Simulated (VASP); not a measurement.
## Cs: relaxation of cell and atoms with PBE

Crystal: Cs.

```
Cs
1.0
     9.31493    0.00000    0.00000
    -4.65746    8.06696    0.00000
     0.00000    0.00000    5.71046
Cs
3
Cartesian
  0.0000 0.0000 0.0000
  0.0000 5.3780 2.8552
  4.6575 2.6890 2.8552
```

This isn't the form of Cs at room conditions, which is bcc.

```json
{
 "Program": "VASP 6.6.1",
 "Task": "relaxation of cell and atoms",
 "Functional": "PBE",
 "Potentials or basis": "VASP PAW PBE potentials, release 64 (Cs_sv)",
 "Cutoff": "500 eV",
 "k mesh": "6 × 6 × 8",
 "Occupations": "gaussian, width 0.1 eV",
 "Spin": "no spin polarisation",
 "Dipole correction": "no",
 "Further INCAR settings": "ALGO = Normal; EDIFF = 1e-07; IBRION = 2; EDIFFG = -0.01; NSW = 100; ISIF = 3"
}
```

* Relaxed volume: 117.47 Å³/atom
* Relaxed cell: a = 8.798 Å, b = 8.798 Å, c = 5.257 Å, α = 90.00°, β = 90.00°, γ = 120.00°
* Space group after relaxing (to 0.1 Å): P6/mmm (No. 191)
* Energy gained by relaxing: 25.1 meV/atom
* Ionic steps: 8
* Pressure after relaxing: 0.0 GPa
* Band gap on the k mesh: zero (an odd number of electrons rules out a gap without spin polarisation)

The path:
```
step  energy change (eV)  largest force (eV/Å)  pressure (GPa)  volume (Å³)
   1              0.0000                0.0000           -0.27       429.10
   2             -0.0230                0.0000           -0.23       414.50
   3             -0.0672                0.0000           -0.10       374.01
   4             -0.0170                0.0000            0.40       301.09
   5             -0.0743                0.0000           -0.01       355.33
   6             -0.0744                0.0000            0.00       352.52
   7             -0.0747                0.0000            0.00       352.50
   8             -0.0752                0.0000            0.00       352.42
```

Final structure:
```yaml
crystal:
  lattice:
    - [8.79841, 0.00000, 0.00000]
    - [-4.39921, 7.61965, 0.00000]
    - [0.00000, 0.00000, 5.25679]
  atoms:
    - { symbol: Cs, position: [0.00000, 0.00000, 0.00000] }
    - { symbol: Cs, position: [0.33333, 0.66667, 0.50000] }
    - { symbol: Cs, position: [0.66667, 0.33333, 0.50000] }
```

Levels at points of the mesh, in eV from the Fermi level:
```tsv
k point	band 11	band 12	band 13	band 14	band 15	band 16
(0.00, 0.00, 0.00)	-10.63	-10.59	-1.67	0.68	0.84	0.84
(0.50, 0.00, 0.00)	-10.63	-10.59	-0.85	-0.85	0.01	0.80
(0.00, 0.00, 0.50)	-10.63	-10.63	-0.21	0.03	0.75	0.75
(0.50, 0.00, 0.50)	-10.63	-10.63	0.16	0.18	0.66	0.75
```

Run time: 13 min on 1 thread of Intel(R) Xeon(R) Platinum 8559C (Emerald Rapids), on a shared host, peak memory 0.6 GiB.

Caveat: the volume moved by over 15 % at a fixed basis, so the end points are rough; spin-orbit coupling is left out, which moves the levels of the heavy elements.
